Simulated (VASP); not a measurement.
# Ta (Cmcm) in VASP: further runs

The runs below take Ta through single point, with PBEsol.

Program: VASP 6.6.1. These are calculated values, not measurements. Logs are shortened: lines on timing, memory, paths and dates and some standing lists are left out, and cuts for length are marked.

## (1) The cell of the first run

Symmetry: Cmcm, No. 63, orthorhombic system. Conventional cell: a = 2.857 Å, b = 5.099 Å, c = 5.166 Å, α = 90.00°, β = 90.00°, γ = 90.00°. Ta (site symmetry m2m) has 12 Ta at 2.86 to 3.09 Å within 3.8 Å.

## (2) Single point, PBEsol (strain -0.0150 x Voigt [1, -1, 0, 0, 0, 0])

Input file INCAR:

```
  PREC = Accurate
  ENCUT = 520
  EDIFF = 1E-6
  ISMEAR = 0
  SIGMA = 0.15
  LREAL = F
  LASPH = T
  NELM = 80
  ALGO = Fast
  ISIF = 2
  LWAVE = F
  LCHARG = F
  GGA = PS
  NBANDS = 18
```

Input file KPOINTS:

```
Automatic mesh
0
Gamma
  18 18 10
```

Input file POSCAR:

```
Ta
1.0
    2.8568664915      0.0000000000      0.0000000000
   -1.4284332458      2.5494728337      0.0000000000
    0.0000000000      0.0000000000      5.1662740000
Ta
2
Direct
    0.6666666667      0.3333333333      0.7500000000
    0.3333333333      0.6666666667      0.2500000000
```

Potentials or basis: VASP PAW PBE potentials, release 64 (Ta_pv).

Started as:

```bash
cat potpaw_PBE.64/Ta_pv/POTCAR > POTCAR
mpirun -np 1 vasp_std > vasp.out
```

OUTCAR:

```text
PREC = Accurate
   ENCUT = 520
   EDIFF = 1E-6
   ISMEAR = 0
   LREAL = F
   LASPH = T
   NELM = 80
   ISIF = 2
   GGA = PS

 ion  position               nearest neighbor table
   1  0.667  0.333  0.750-   2 3.07   2 3.07   2 3.07   2 3.07   2 3.09   2 3.09
   2  0.333  0.667  0.250-   1 3.07   1 3.07   1 3.07   1 3.07   1 3.09   1 3.09

  LATTYP: Found a base centered orthorhombic cell.
 ALAT       =     2.8568664915
 B/A-ratio  =     1.7848036240
 C/A-ratio  =     1.8083708200

  Lattice vectors:

 A1 = (   1.4284332458,  -2.5494728337,   0.0000000000)
 A2 = (   1.4284332457,   2.5494728337,   0.0000000000)
 A3 = (   0.0000000000,   0.0000000000,   5.1662740000)

Analysis of symmetry for initial positions (statically):
=====================================================================
 Subroutine PRICEL returns:
 Original cell was already a primitive cell.

 Routine SETGRP: Setting up the symmetry group for a
 base centered orthorhombic supercell.

 Subroutine GETGRP returns: Found  8 space group operations
 (whereof  4 operations were pure point group operations)
 out of a pool of  8 trial point group operations.

The static configuration has the point symmetry C_2h.
 The point group associated with its full space group is D_2h.

Analysis of symmetry for dynamics (positions and initial velocities):
=====================================================================
 Subroutine PRICEL returns:
 Original cell was already a primitive cell.

 Routine SETGRP: Setting up the symmetry group for a
 base centered orthorhombic supercell.

 Subroutine GETGRP returns: Found  8 space group operations
 (whereof  4 operations were pure point group operations)
 out of a pool of  8 trial point group operations.

The dynamic configuration has the point symmetry C_2h.
 The point group associated with its full space group is D_2h.

 Subroutine INISYM returns: Found  8 space group operations
 (whereof  4 operations are pure point group operations),
 and found     1 'primitive' translations

----------------------------------------------------------------------------------------

                                     Primitive cell

  volume of cell :      37.6286

  direct lattice vectors                    reciprocal lattice vectors
     2.856866491  0.000000000  0.000000000     0.350033858  0.196118975  0.000000000
    -1.428433246  2.549472834  0.000000000     0.000000000  0.392237951  0.000000000
     0.000000000  0.000000000  5.166274000     0.000000000  0.000000000  0.193563098

  length of vectors
     2.856866491  2.922367750  5.166274000     0.401231049  0.392237951  0.193563098

  position of ions in fractional coordinates (direct lattice)
     0.666666667  0.333333333  0.750000000
     0.333333333  0.666666667  0.250000000

  ion indices of the primitive-cell ions
   primitive index   ion index
                 1           1
                 2           2

----------------------------------------------------------------------------------------

 KPOINTS: Automatic mesh

Automatic generation of k-mesh.
 Grid dimensions read from file:
 generate k-points for:   18   18   10

 Generating k-lattice:

  Cartesian coordinates                     Fractional coordinates (reciprocal lattice)
     0.019446325  0.010895499  0.000000000     0.055555556  0.000000000  0.000000000
     0.000000000  0.021790997  0.000000000     0.000000000  0.055555556  0.000000000
     0.000000000  0.000000000  0.019356310     0.000000000  0.000000000  0.100000000

  Length of vectors
     0.022290614  0.021790997  0.019356310

  Shift w.r.t. Gamma in fractional coordinates (k-lattice)
     0.000000000  0.000000000  0.000000000

 Subroutine IBZKPT returns following result:
 ===========================================

 Found    546 irreducible k-points:

 Following reciprocal coordinates:
            Coordinates               Weight
  0.000000  0.000000  0.000000      1.000000
  0.055556  0.000000  0.000000      4.000000
  0.111111  0.000000  0.000000      4.000000
  0.166667  0.000000  0.000000      4.000000
  0.222222  0.000000  0.000000      4.000000
  0.277778  0.000000  0.000000      4.000000
[... 16 lines left out ...]
 -0.333333  0.055556  0.000000      4.000000
 -0.277778  0.055556  0.000000      4.000000
 [... further k-points ...]
   k-points           NKPTS =    546   k-points in BZ     NKDIM =    546   number of bands    NBANDS=     18
   number of dos      NEDOS =    301   number of ions     NIONS =      2
   total plane-waves  NPLWV =  23040
   dimension x,y,z NGX =    24 NGY =   24 NGZ =   40
   dimension x,y,z NGXF=    48 NGYF=   48 NGZF=   80
   ions per type =               2
   NGX,Y,Z   is equivalent  to a cutoff of  13.97, 13.65, 12.87 a.u.
   NGXF,Y,Z  is equivalent  to a cutoff of  27.93, 27.31, 25.74 a.u.
 SYSTEM =  unknown system
   PREC   = accura    normal or accurate (medium, high low for compatibility)
   ISTART =      0    job   : 0-new  1-cont  2-samecut
   ICHARG =      2    charge: 1-file 2-atom 10-const
   ISPIN  =      1    spin polarized calculation?
   LNONCOLLINEAR =      F non collinear calculations
   LSORBIT =      F    spin-orbit coupling
   LASPH  =      T    aspherical Exc in radial PAW
   ENCUT  =  520.0 eV  38.22 Ry    6.18 a.u.   5.31  5.43  9.61*2*pi/ulx,y,z
   NELM   =     80;   NELMIN=  2; NELMDL= -5     # of ELM steps
   EDIFF  = 0.1E-05   stopping-criterion for ELM
   LREAL  =      F    real-space projection
   EDIFFG = 0.1E-04   stopping-criterion for IOM
   NSW    =      0    number of steps for IOM
   IBRION =     -1    ionic relax: 0-MD 1-quasi-New 2-CG
   NFREE  =      0    steps in history (QN), initial steepest desc. (CG)
   ISIF   =      2    stress and relaxation
   ISYM   =      2    0-nonsym 1-usesym 2-fastsym
   POTIM  = 0.5000    time-step for ionic-motion
   TEBEG  =    0.0;   TEEND  =   0.0 temperature during run
   PSTRESS=    0.0 pullay stress
   NELECT =      22.0000    total number of electrons
   NUPDOWN=      -1.0000    fix difference up-down
   EMIN   =  10.00;   EMAX   =-10.00  energy-range for DOS
   EFERMI =   0.00;   METHOD = LEGACY
   ISMEAR =     0;   SIGMA  =   0.15  broadening in eV -4-tet -1-fermi 0-gaus
   EFERMI_NEDOS =   21; number of points for ismear=-14 and -15
   IALGO  =     68    algorithm
   IMIX   =      4    mixing-type and parameters
     AMIX     =   0.40;   BMIX     =  1.00
     AMIX_MAG =   1.60;   BMIX_MAG =  1.00
  volume/ion in A,a.u.               =      18.81       126.97
  Fermi-wavevector in a.u.,A,eV,Ry     =   1.368915  2.586874 25.496340  1.873928
  Thomas-Fermi vector in A             =   2.494837
   LORBIT       =      0    0 simple, 1 ext, 2 COOP (PROOUT), +10 PAW based schemes
   GGA     = PS    functional components
   LHFCALC =     F    Hartree Fock is set to
   AEXX    =    0.0000 exact exchange contribution
   IVDW    =     0    specifies the selected vdW correction
   LEPSILON=     F    determine dielectric tensor
   LRPA    =     F    only Hartree local field effects (RPA)
 non-spin polarized calculation
 RMM-DIIS sequential band-by-band and
 Gauss-broadening in eV      SIGMA  =   0.15
  energy-cutoff  :      520.00
  volume of cell :       37.63
 maximum number of plane-waves:      1035
 NGX is ok and might be reduce to    24
   NGX = 11   NGY = 11   NGZ = 19

 number of electron      22.0000002 magnetization

 Free energy of the ion-electron system (eV)
  ---------------------------------------------------
  ext. energy  EPLUGINS =         0.00000000
  ---------------------------------------------------
  free energy    TOTEN  =       -24.49103176 eV

  energy without entropy =      -24.46138443  energy(sigma->0) =      -24.47620810

 E-fermi :   5.3772     XC(G=0): -12.4934

 val. band max:        5.3756468610   @ k =   0.2222   0.1667   0.0000
 cond. band min:       5.3773039268   @ k =   0.0556   0.3333   0.2000
 fundamental gap:      0.0016570658
 Fermi energy:         5.3772112846

 k-point     1 :       0.0000    0.0000    0.0000
  band No.  band energies     occupation
      1     -29.1215      2.00000
      2     -28.3074      2.00000
      3     -28.2201      2.00000
      4     -28.1497      2.00000
      5     -28.1379      2.00000
      6     -28.0677      2.00000
[... 10 lines left out ...]
     17      10.4012      0.00000
     18      10.6172      0.00000

 k-point     2 :       0.0556    0.0000    0.0000
  band No.  band energies     occupation
      1     -29.1114      2.00000
      2     -28.3084      2.00000
      3     -28.2345      2.00000
      4     -28.1802      2.00000
      5     -28.1487      2.00000
      6     -28.0952      2.00000
[... 10 lines left out ...]
     17      10.4880      0.00000
     18      10.8471      0.00000

 k-point     3 :       0.1111    0.0000    0.0000
  band No.  band energies     occupation
      1     -29.0817      2.00000
      2     -28.3115      2.00000
      3     -28.3026      2.00000
      4     -28.2389      2.00000
      5     -28.2151      2.00000
      6     -28.1398      2.00000
[... 10 lines left out ...]
     17      10.6231      0.00000
     18      11.4654      0.00000

 k-point     4 :       0.1667    0.0000    0.0000
  band No.  band energies     occupation
      1     -29.0345      2.00000
      2     -28.4419      2.00000
      3     -28.3626      2.00000
      4     -28.3179      2.00000
      5     -28.2772      2.00000
      6     -28.1735      2.00000
[... 10 lines left out ...]
     17      10.7448      0.00000
     18      12.2699      0.00000

 k-point     5 :       0.2222    0.0000    0.0000
  band No.  band energies     occupation
      1     -28.9734      2.00000
      2     -28.6167      2.00000
      3     -28.5335      2.00000
      4     -28.3287      2.00000
      5     -28.3262      2.00000
      6     -28.2102      2.00000
[... 10 lines left out ...]
     17      10.8263      0.00000
     18      13.1363      0.00000

 k-point     6 :       0.2778    0.0000    0.0000
  band No.  band energies     occupation
      1     -28.9030      2.00000
      2     -28.8008      2.00000
      3     -28.7109      2.00000
      4     -28.3756      2.00000
      5     -28.3454      2.00000
      6     -28.2486      2.00000
[... 10 lines left out ...]
     17      10.8639      0.00000
     18      13.3256      0.00000

 k-point     7 :       0.3333    0.0000    0.0000
  band No.  band energies     occupation
      1     -28.9710      2.00000
      2     -28.8730      2.00000
      3     -28.8291      2.00000
      4     -28.4209      2.00000
      5     -28.3685      2.00000
      6     -28.2845      2.00000
[... 10 lines left out ...]
     17      10.8692      0.00000
     18      13.1285      0.00000

 k-point     8 :       0.3889    0.0000    0.0000
  band No.  band energies     occupation
      1     -29.1076      2.00000
      2     -29.0021      2.00000
      3     -28.7592      2.00000
      4     -28.4571      2.00000
      5     -28.3967      2.00000
      6     -28.3138      2.00000
[... 10 lines left out ...]
     17      10.9599      0.00000
     18      13.1919      0.00000
[... 229 lines left out ...]
     17      12.3688      0.00000
     18      13.5523      0.00000

 k-point    20 :       0.5000    0.0556    0.0000
  band No.  band energies     occupation
      1     -29.2114      2.00000
      2     -29.1005      2.00000
      3     -28.6826      2.00000
      4     -28.5030      2.00000
      5     -28.4365      2.00000
      6     -28.3563      2.00000
[... 10 lines left out ...]
     17      12.7240      0.00000
     18      13.4246      0.00000

 k-point    21 :      -0.4444    0.0556    0.0000
  band No.  band energies     occupation
      1     -29.1572      2.00000
      2     -29.0519      2.00000
      3     -28.7227      2.00000
      4     -28.4837      2.00000
      5     -28.4138      2.00000
      6     -28.3414      2.00000
[... 10 lines left out ...]
     17      11.9206      0.00000
     18      13.6347      0.00000

 k-point    22 :      -0.3889    0.0556    0.0000
  band No.  band energies     occupation
      1     -29.0496      2.00000
      2     -28.9534      2.00000
      3     -28.7860      2.00000
      4     -28.4497      2.00000
      5     -28.3841      2.00000
      6     -28.3149      2.00000
[... 10 lines left out ...]
     17      10.8557      0.00000
     18      13.2880      0.00000

 k-point    23 :      -0.3333    0.0556    0.0000
  band No.  band energies     occupation
      1     -28.8996      2.00000
      2     -28.8584      2.00000
      3     -28.8146      2.00000
      4     -28.4050      2.00000
      5     -28.3575      2.00000
      6     -28.2803      2.00000
[... 10 lines left out ...]
     17      10.7553      0.00000
     18      13.2515      0.00000

 k-point    24 :      -0.2778    0.0556    0.0000
  band No.  band energies     occupation
      1     -28.9309      2.00000
      2     -28.7238      2.00000
      3     -28.6496      2.00000
      4     -28.3548      2.00000
      5     -28.3372      2.00000
      6     -28.2422      2.00000
[... 10 lines left out ...]
     17      10.7432      0.00000
     18      13.4807      0.00000

 [... further k-points ...]
[... 5 lines left out ...]
  --------------------------------------------------------------------------------------
  -------------------------------------------------------------------------------------
  Total       -1.4116174     -1.8334262     -1.6527138      0.0000000      0.0000000      0.0000000
  in kB      -60.1048894    -78.0649789    -70.3704733      0.0000000      0.0000000      0.0000000
  external PRESSURE =     -69.5134472 kB  Pullay stress =       0.0000000 kB

 VOLUME and BASIS-vectors are now :
 -----------------------------------------------------------------------------
  energy-cutoff  :      520.00
  volume of cell :       37.63
      direct lattice vectors                 reciprocal lattice vectors
     2.856866491  0.000000000  0.000000000     0.350033858  0.196118975  0.000000000
    -1.428433246  2.549472834  0.000000000     0.000000000  0.392237951  0.000000000
     0.000000000  0.000000000  5.166274000     0.000000000  0.000000000  0.193563098

 POSITION                                       TOTAL-FORCE (eV/Angst)
 -----------------------------------------------------------------------------------
      1.42843      0.84982      3.87471         0.000000     -0.132007     -0.000000
     -0.00000      1.69965      1.29157        -0.000000      0.132007      0.000000
 -----------------------------------------------------------------------------------
    total drift:                               -0.000000      0.000000     -0.000000

  FREE ENERGIE OF THE ION-ELECTRON SYSTEM (eV)
  ---------------------------------------------------
  free  energy   TOTEN  =       -24.4910317563 eV

  energy  without entropy=      -24.4613844347  energy(sigma->0) =      -24.47620810
```

Run time: 4 min. Hardware: 1 thread of Intel Xeon Platinum 8259CL at 2.50GHz (Skylake/Cascade Lake), shared host; peak memory 0.4 GiB.

What came out:

```
Free energy            : -24.4910 eV
Pressure               : -7.0 GPa
Largest force          : 0.132 eV/Å
Band gap on the k mesh : zero (band 11 reaches 6.97 eV, above the bottom of band 12 at 4.66 eV)
```

Forces on the atoms (eV/Å):
```
Ta   0.000 -0.132  0.000
Ta   0.000  0.132  0.000
```

Stress tensor (GPa, compression positive):
```
-6.01  0.00  0.00
 0.00 -7.81  0.00
 0.00  0.00 -7.04
```

Caveat: the cell differs from its parent crystal (strain -0.0150 x Voigt [1, -1, 0, 0, 0, 0]); the PAW data sets were made with another functional, which shifts forces and pressure a little; spin-orbit coupling is left out, which moves the levels of the heavy elements.

[end of part 1 of 3]
